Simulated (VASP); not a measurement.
## Sb: single point with PBE+D3(BJ)

Crystal: Sb.

```
Sb
1.0
     2.10490    1.21527    3.43720
    -2.10490    1.21527    3.43720
     0.00000   -2.43053    3.43720
Sb
2
Direct
  0.24982 0.24982 0.24982
  0.75018 0.75018 0.75018
```

```yaml
Program: VASP 6.6.1
Task: single point
Functional: PBE
Dispersion: D3(BJ)
Potentials_or_basis: VASP PAW PBE potentials, release 64 (Sb)
Cutoff: 520 eV
k_mesh: 12 × 12 × 12
Occupations: fermi-dirac, width 0.1 eV
Spin: no spin polarisation
Dipole_correction: no
Further_INCAR_settings: ALGO = Normal; EDIFF = 1e-07; NBANDS = 12
```

| Quantity | Value |
| --- | --- |
| Pressure | 6.5 GPa |
| Band gap on the k mesh | zero (band 5 reaches 9.07 eV, above the bottom of band 6 at 8.05 eV) |
| Dispersion energy per atom | -0.543 eV |

Levels at points of the mesh, in eV from the Fermi level:
```csv
k point,band 2,band 3,band 4,band 5,band 6,band 7,band 8,band 9
"(0.00, 0.00, 0.00)",-3.75,-1.89,-1.89,-1.89,3.56,3.56,3.56,4.62
"(0.50, 0.00, 0.00)",-10.40,-0.77,-0.77,-0.75,-0.75,0.40,0.41,9.15
"(0.50, 0.50, 0.50)",-10.39,-0.77,-0.77,-0.75,-0.75,0.39,0.41,9.14
"(0.50, 0.50, 0.00)",-7.38,-6.50,-4.14,-4.14,1.68,6.00,6.00,8.60
```

Wall time 35 s on 1 thread of Intel(R) Xeon(R) 6975P-C (Granite Rapids), on a shared host, peak memory 0.24 GiB.

Caveat: spin-orbit coupling is left out, which moves the levels of the heavy elements; pairwise dispersion overbinds metals, which lowers pressure and volume.
